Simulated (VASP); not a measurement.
Write the native input for VASP 6.6.1 that does the following.

| Quantity | Value |
| --- | --- |
| Task | single point |
| Functional | PBE |
| Potentials or basis | VASP PAW PBE potentials, release 64 (Sr_sv, O) |
| Cutoff | 520 eV |
| k mesh | 8 × 8 × 8 |
| Occupations | gaussian, width 0.1 eV |
| Spin | collinear spin, ferromagnetic start |
| Starting moments | [0.0, 0.0, 0.53, 0.53, 0.53, 0.53, 0.53, 0.53] μB |
| Dipole correction | no |
| Further INCAR settings | ALGO = Normal; EDIFF = 1e-06; NBANDS = 42 |

The structure of SrO3 lies in POSCAR:

```
SrO3
1.0
   -3.1154160283      3.1154160283      4.5186071086
    3.1154160283     -3.1154160283      4.5186071086
    3.1154160283      3.1154160283     -4.5186071086
Sr O
2 6
Direct
    0.5000000000      0.5000000000      0.0000000000
    0.0000000000      0.0000000000      0.0000000000
    0.4261305481      0.9261305481      0.3522610961
    0.9261305481      0.5738694519      0.5000000000
    0.7500000000      0.7500000000      0.0000000000
    0.5738694519      0.0738694519      0.6477389039
    0.0738694519      0.4261305481      0.5000000000
    0.2500000000      0.2500000000      0.0000000000
```

The input as run:

INCAR

```
PREC = Accurate ; ENCUT = 520
EDIFF = 1E-6 ; ISMEAR = 0
SIGMA = 0.1 ; LREAL = F
LASPH = T ; NELM = 150
ALGO = Normal ; ISIF = 2
LWAVE = F ; LCHARG = F
ISPIN = 2 ; MAGMOM = 0 0 0.53 0.53 0.53 0.53 0.53 0.53
LORBIT = 11 ; GGA = PE
NBANDS = 42 ; KPAR = 4
```

KPOINTS

```
regular mesh
0
Gamma
  8 8 8
```

Potentials or basis: VASP PAW PBE potentials, release 64 (Sr_sv, O).

Command:

```sh
$ cat potpaw_PBE.64/Sr_sv/POTCAR potpaw_PBE.64/O/POTCAR > POTCAR
$ mpirun -np 4 vasp_std > vasp.out
```

It gave:

- Pressure: 0.6 GPa
- Largest force: 0.526 eV/Å
- Band gap on the k mesh: zero (filled and empty bands overlap)
- Net moment: 4.00 μB per cell
- Site moments: Sr +0.02; O +0.50, +0.62 (each value once) μB
- Valence electrons inside the program's atomic spheres: Sr 8.05; O 4.92, 4.86 (each value once)

Caveat: semilocal functionals underestimate gaps, and a narrow one can read as zero.

It took 7.2 min on 4 MPI ranks on Intel(R) Xeon(R) Platinum 8259CL CPU @ 2.50GHz (Skylake/Cascade Lake), with other jobs on the host, peak memory 0.81 GiB a rank.
